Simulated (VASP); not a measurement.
# IrRu2 (P-3m1) in VASP: relaxation of cell and atoms with PBE

Aim: the relaxation of cell and atoms of IrRu2 with PBE.

Everything below comes from runs of VASP 6.6.1. Logs are shortened: lines on timing, memory, paths and dates and some standing lists are left out, and cuts for length are marked.

## Step 1: The cell of the first run

It takes space group P-3m1 (No. 164, trigonal). Conventional cell: a = 2.706 Å, b = 2.706 Å, c = 6.642 Å, α = 90.00°, β = 90.00°, γ = 120.00°. Within 3.5 Å of Ru (site symmetry 3m) lie 9 Ru at 2.66 to 2.71 Å and 3 Ir at 2.74 Å. Ir (site symmetry -3m) has 6 Ir at 2.71 Å and 6 Ru at 2.74 Å within 3.6 Å.

## Step 2: Relaxation of cell and atoms, PBE

INCAR reads:

```
SYSTEM = IrRu2
PREC = Accurate
ENCUT = 600
EDIFF = 1E-6
ISMEAR = 0
SIGMA = 0.1
LREAL = .FALSE.
LASPH = .TRUE.
NELM = 60
ALGO = Fast
ISIF = 3
LWAVE = .FALSE.
LCHARG = .FALSE.
GGA = PE
IBRION = 2
NSW = 100
EDIFFG = -0.01
```

KPOINTS reads:

```
Automatic mesh
0
G
  18 18 8
  0 0 0
```

POSCAR reads:

```
IrRu2
1.0
    2.7059792000      0.0000000000      0.0000000000
   -1.3529896000      2.3434467000      0.0000000000
    0.0000000000      0.0000000000      6.6416356000
Ru Ir
2 1
Direct
    0.3333333000      0.6666667000      0.6616800000
    0.6666667000      0.3333333000      0.3383200000
    0.0000000000      0.0000000000      0.0000000000
```

Potentials or basis: VASP PAW PBE potentials, release 64 (Ru_pv, Ir).

Launch:

```sh
> cat potpaw_PBE.64/Ru_pv/POTCAR potpaw_PBE.64/Ir/POTCAR > POTCAR
> mpirun -np 1 vasp_std > vasp.out
```

OUTCAR:

```text
SYSTEM = IrRu2
   PREC = Accurate
   ENCUT = 600
   EDIFF = 1E-6
   ISMEAR = 0
   LREAL = .FALSE.
   LASPH = .TRUE.
   NELM = 60
   ISIF = 3
   GGA = PE
   IBRION = 2
   NSW = 100
   EDIFFG = -0.01

 ion  position               nearest neighbor table
   1  0.333  0.667  0.662-   2 2.66   2 2.66   2 2.66   3 2.74   3 2.74   3 2.74
   2  0.667  0.333  0.338-   1 2.66   1 2.66   1 2.66   3 2.74   3 2.74   3 2.74
   3  0.000  0.000  0.000-   1 2.74   2 2.74   1 2.74   2 2.74   2 2.74   1 2.74

  LATTYP: Found a hexagonal cell.
 ALAT       =     2.7059792000
 C/A-ratio  =     2.4544296571

  Lattice vectors:

 A1 = (   2.7059792000,   0.0000000000,   0.0000000000)
 A2 = (  -1.3529896000,   2.3434467000,   0.0000000000)
 A3 = (   0.0000000000,   0.0000000000,   6.6416356000)

Analysis of symmetry for initial positions (statically):
=====================================================================
 Subroutine PRICEL returns:
 Original cell was already a primitive cell.

 Routine SETGRP: Setting up the symmetry group for a
 hexagonal supercell.

 Subroutine GETGRP returns: Found 12 space group operations
 (whereof 12 operations were pure point group operations)
 out of a pool of 24 trial point group operations.

The static configuration has the point symmetry D_3d.

Analysis of symmetry for dynamics (positions and initial velocities):
=====================================================================
 Subroutine PRICEL returns:
 Original cell was already a primitive cell.

 Routine SETGRP: Setting up the symmetry group for a
 hexagonal supercell.

 Subroutine GETGRP returns: Found 12 space group operations
 (whereof 12 operations were pure point group operations)
 out of a pool of 24 trial point group operations.

The dynamic configuration has the point symmetry D_3d.

 Subroutine INISYM returns: Found 12 space group operations
 (whereof 12 operations are pure point group operations),
 and found     1 'primitive' translations

----------------------------------------------------------------------------------------

                                     Primitive cell

  volume of cell :      42.1167

  direct lattice vectors                    reciprocal lattice vectors
     2.705979200  0.000000000  0.000000000     0.369551991  0.213360944  0.000000000
    -1.352989600  2.343446700  0.000000000     0.000000000  0.426721888  0.000000000
     0.000000000  0.000000000  6.641635600     0.000000000  0.000000000  0.150565322

  length of vectors
     2.705979200  2.705979175  6.641635600     0.426721884  0.426721888  0.150565322

  position of ions in fractional coordinates (direct lattice)
     0.333333300  0.666666700  0.661680000
     0.666666700  0.333333300  0.338320000
     0.000000000  0.000000000  0.000000000

  ion indices of the primitive-cell ions
   primitive index   ion index
                 1           1
                 2           2
                 3           3

----------------------------------------------------------------------------------------

 KPOINTS: Automatic mesh

Automatic generation of k-mesh.
 Grid dimensions read from file:
 generate k-points for:   18   18    8

 Generating k-lattice:

  Cartesian coordinates                     Fractional coordinates (reciprocal lattice)
     0.020530666  0.011853386  0.000000000     0.055555556 -0.000000000  0.000000000
     0.000000000  0.023706772  0.000000000     0.000000000  0.055555556  0.000000000
     0.000000000  0.000000000  0.018820665     0.000000000  0.000000000  0.125000000

  Length of vectors
     0.023706771  0.023706772  0.018820665

  Shift w.r.t. Gamma in fractional coordinates (k-lattice)
     0.000000000  0.000000000  0.000000000

 Subroutine IBZKPT returns following result:
 ===========================================

 Found    266 irreducible k-points:

 Following reciprocal coordinates:
            Coordinates               Weight
  0.000000  0.000000  0.000000      1.000000
  0.055556 -0.000000  0.000000      6.000000
  0.111111 -0.000000  0.000000      6.000000
  0.166667 -0.000000  0.000000      6.000000
  0.222222 -0.000000  0.000000      6.000000
  0.277778  0.000000  0.000000      6.000000
[... 16 lines left out ...]
  0.333333  0.111111  0.000000     12.000000
  0.388889  0.111111  0.000000     12.000000
 [... further k-points ...]
   k-points           NKPTS =    266   k-points in BZ     NKDIM =    266   number of bands    NBANDS=     22
   number of dos      NEDOS =    301   number of ions     NIONS =      3
   total plane-waves  NPLWV =  31104
   dimension x,y,z NGX =    24 NGY =   24 NGZ =   54
   dimension x,y,z NGXF=    48 NGYF=   48 NGZF=  108
   ions per type =               2   1
   NGX,Y,Z   is equivalent  to a cutoff of  14.74, 14.74, 13.52 a.u.
   NGXF,Y,Z  is equivalent  to a cutoff of  29.49, 29.49, 27.03 a.u.
 SYSTEM =  IrRu2
   PREC   = accura    normal or accurate (medium, high low for compatibility)
   ISTART =      0    job   : 0-new  1-cont  2-samecut
   ICHARG =      2    charge: 1-file 2-atom 10-const
   ISPIN  =      1    spin polarized calculation?
   LNONCOLLINEAR =      F non collinear calculations
   LSORBIT =      F    spin-orbit coupling
   LASPH  =      T    aspherical Exc in radial PAW
   ENCUT  =  600.0 eV  44.10 Ry    6.64 a.u.   5.40  5.40 13.26*2*pi/ulx,y,z
   NELM   =     60;   NELMIN=  2; NELMDL= -5     # of ELM steps
   EDIFF  = 0.1E-05   stopping-criterion for ELM
   LREAL  =      F    real-space projection
   EDIFFG = -.1E-01   stopping-criterion for IOM
   NSW    =    100    number of steps for IOM
   IBRION =      2    ionic relax: 0-MD 1-quasi-New 2-CG
   NFREE  =      1    steps in history (QN), initial steepest desc. (CG)
   ISIF   =      3    stress and relaxation
   ISYM   =      2    0-nonsym 1-usesym 2-fastsym
   POTIM  = 0.5000    time-step for ionic-motion
   TEBEG  =    0.0;   TEEND  =   0.0 temperature during run
   PSTRESS=    0.0 pullay stress
   NELECT =      37.0000    total number of electrons
   NUPDOWN=      -1.0000    fix difference up-down
   EMIN   =  10.00;   EMAX   =-10.00  energy-range for DOS
   EFERMI =   0.00;   METHOD = LEGACY
   ISMEAR =     0;   SIGMA  =   0.10  broadening in eV -4-tet -1-fermi 0-gaus
   EFERMI_NEDOS =   21; number of points for ismear=-14 and -15
   IALGO  =     68    algorithm
   IMIX   =      4    mixing-type and parameters
     AMIX     =   0.40;   BMIX     =  1.00
     AMIX_MAG =   1.60;   BMIX_MAG =  1.00
  volume/ion in A,a.u.               =      14.04        94.74
  Fermi-wavevector in a.u.,A,eV,Ry     =   1.567920  2.962939 33.448194  2.458373
  Thomas-Fermi vector in A             =   2.670028
   LORBIT       =      0    0 simple, 1 ext, 2 COOP (PROOUT), +10 PAW based schemes
   GGA     = PE    functional components
   LHFCALC =     F    Hartree Fock is set to
   AEXX    =    0.0000 exact exchange contribution
   IVDW    =     0    specifies the selected vdW correction
   LEPSILON=     F    determine dielectric tensor
   LRPA    =     F    only Hartree local field effects (RPA)
 conjugate gradient relaxation of ions
 non-spin polarized calculation
 RMM-DIIS sequential band-by-band and
 Gauss-broadening in eV      SIGMA  =   0.10
  energy-cutoff  :      600.00
  volume of cell :       42.12
 maximum number of plane-waves:      1442
 NGX is ok and might be reduce to    24
   NGX = 11   NGY = 11   NGZ = 27

--------------------------------------- Ionic step        1  -------------------------------------------

 number of electron      37.0000005 magnetization

 Free energy of the ion-electron system (eV)
  ---------------------------------------------------
  ext. energy  EPLUGINS =         0.00000000
  ---------------------------------------------------
  free energy    TOTEN  =       -27.26457530 eV

  energy without entropy =      -27.24893319  energy(sigma->0) =      -27.25675425

------------------------ aborting loop because EDIFF is reached ----------------------------------------

  FORCE on cell =-STRESS in cart. coord.  units (eV):
  Direction    XX          YY          ZZ          XY          YZ          ZX
  --------------------------------------------------------------------------------------
  -------------------------------------------------------------------------------------
  Total        0.0276705      0.0276705      0.0211208      0.0000000      0.0000000      0.0000000
  in kB        1.0526228      1.0526228      0.8034649      0.0000000      0.0000000      0.0000000
  external PRESSURE =       0.9695702 kB  Pullay stress =       0.0000000 kB
[... 96 lines left out ...]
  energy  without entropy=      -27.2489238359  energy(sigma->0) =      -27.25675770

--------------------------------------- Ionic step        4  -------------------------------------------

 number of electron      37.0000004 magnetization

 Free energy of the ion-electron system (eV)
  ---------------------------------------------------
  ext. energy  EPLUGINS =         0.00000000
  ---------------------------------------------------
  free energy    TOTEN  =       -27.26459805 eV

  energy without entropy =      -27.24891157  energy(sigma->0) =      -27.25675481

 E-fermi :  11.5717     XC(G=0): -13.9528

 val. band max:       11.5704900304   @ k =   0.2778   0.0556   0.2500
 cond. band min:      11.5760421189   @ k =   0.1667   0.1667   0.5000
 fundamental gap:      0.0055520885
 Fermi energy:        11.5717211908

 k-point     1 :       0.0000    0.0000    0.0000
  band No.  band energies     occupation
      1     -31.7599      2.00000
      2     -31.1903      2.00000
      3     -31.0675      2.00000
      4     -31.0675      2.00000
      5     -30.9838      2.00000
      6     -30.9838      2.00000
[... 574 lines left out ...]
      6     -31.1743      2.00000
[... 14 lines left out ...]
     21      13.3765      0.00000
     22      15.0256      0.00000

 [... further k-points ...]

------------------------ aborting loop because EDIFF is reached ----------------------------------------

  FORCE on cell =-STRESS in cart. coord.  units (eV):
  Direction    XX          YY          ZZ          XY          YZ          ZX
  --------------------------------------------------------------------------------------
  -------------------------------------------------------------------------------------
  Total        0.0056746      0.0056746      0.0137709      0.0000000     -0.0000000      0.0000000
  in kB        0.2158217      0.2158217      0.5237481      0.0000000     -0.0000000      0.0000000
  external PRESSURE =       0.3184638 kB  Pullay stress =       0.0000000 kB
[... 18 lines left out ...]
  FREE ENERGIE OF THE ION-ELECTRON SYSTEM (eV)
  ---------------------------------------------------
  free  energy   TOTEN  =       -27.2645980454 eV

  energy  without entropy=      -27.2489115749  energy(sigma->0) =      -27.25675481

 reached required accuracy - stopping structural energy minimisation
```

Wall time 15 min (1 thread of Oxide Virtual Turin-like, shared host); peak memory 0.39 GiB.

Results:

- Free energy: -27.2646 eV
- Relaxed volume: 14.04 Å³/atom
- Relaxed cell: a = 2.706 Å, b = 2.706 Å, c = 6.642 Å, α = 90.00°, β = 90.00°, γ = 120.00°
- Space group after relaxing (to 0.05 Å): P-3m1 (No. 164)
- Energy gained by relaxing: 0.0 meV/atom
- Ionic steps: 4
- Pressure after relaxing: 0.0 GPa
- Largest force after relaxing: 0.008 eV/Å

Forces on the atoms (eV/Å):
```
Ru   0.000  0.000  0.008
Ru   0.000  0.000 -0.008
Ir   0.000  0.000  0.000
```

Final structure:
```cif
data_structure
_symmetry_space_group_name_H-M 'P 1'
_symmetry_Int_Tables_number 1
_cell_length_a 2.7062
_cell_length_b 2.7062
_cell_length_c 6.6418
_cell_angle_alpha 90.000
_cell_angle_beta 90.000
_cell_angle_gamma 120.000
_cell_volume 42.13
loop_
_atom_site_label
_atom_site_type_symbol
_atom_site_fract_x
_atom_site_fract_y
_atom_site_fract_z
_atom_site_occupancy
Ru1 Ru 0.33333 0.66667 0.66149 1
Ru2 Ru 0.66667 0.33333 0.33851 1
Ir1 Ir 0.00000 0.00000 0.00000 1
```

Levels at points of the mesh, in eV from the Fermi level:
```tsv
k point	band 16	band 17	band 18	band 19	band 20	band 21
(0.00, 0.00, 0.00)	-2.45	-2.27	-1.91	-0.44	-0.44	0.23
(0.50, 0.00, 0.00)	-2.01	1.32	1.48	1.59	1.96	1.98
(0.00, 0.00, 0.50)	-2.28	-2.28	-0.76	-0.76	-0.40	-0.40
(0.50, 0.00, 0.50)	-0.21	0.31	0.44	1.36	1.43	1.64
```

Caveat: the bands computed are all filled at some k points, so no gap is given; spin-orbit coupling is left out, which moves the levels of the heavy elements.
